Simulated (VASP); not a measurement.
Runs of VASP 6.6.1 on Al2Ru. The structure is that of space group I4/mmm (No. 139), or close to it. The cells are those of the table. 

```tsv
task	cell	k mesh	cutoff (eV)	smearing	gap on the mesh (eV)	pressure (GPa)
relaxation of shape and atoms at fixed volume	relaxed from a = 4.654 Å, angles 141.6, 141.6, 55.4°, 3 atoms	18 × 18 × 18	600	gaussian 0.1 eV	none	12.7
relaxation of cell and atoms	relaxed to -1 GPa from a = 4.770 Å, angles 141.7, 141.7, 55.3°, 3 atoms	18 × 18 × 18	600	gaussian 0.1 eV	none	-1.0
single point	a = 4.857 Å, angles 141.8, 141.8, 55.1°, 3 atoms	18 × 18 × 18	520	gaussian 0.1 eV	none	-9.1
relaxation of shape and atoms at fixed volume	relaxed from a = 4.802 Å, angles 141.7, 141.7, 55.3°, 3 atoms	18 × 18 × 18	600	gaussian 0.1 eV	none	-4.9
single point	a = 4.764 Å, angles 141.8, 141.8, 55.2°, 3 atoms	8 × 8 × 8	520	gaussian 0.1 eV	none	(a)
single point	a = 4.755 Å, angles 141.7, 141.7, 55.3°, 3 atoms	22 × 22 × 22	520	gaussian 0.15 eV	none	0.1
single point	a = 4.755 Å, angles 141.7, 141.7, 55.3°, 3 atoms	18 × 18 × 18	520	gaussian 0.1 eV	none	0.1
relaxation of cell and atoms	relaxed to 90 GPa from a = 4.347 Å, angles 141.6, 141.6, 55.4°, 3 atoms	20 × 20 × 20	600	gaussian 0.1 eV	none	90.0
```

Alike in all rows: level PBEsol; potentials or basis VASP PAW PBE potentials, release 64 (Al, Ru_pv); no spin polarisation.

Problem. Fill in the values left out.

Solution. (a) -0.4.

Caveats: the PAW data sets were made with another functional, which shifts forces and pressure a little; the cell is relaxed towards a set pressure, so the enthalpy falls and the energy may rise (some runs).

A k mesh can miss the band edges, and the runs leave out spin-orbit coupling on Ru.

A gap of «none» marks levels without a gap at the run's occupations.
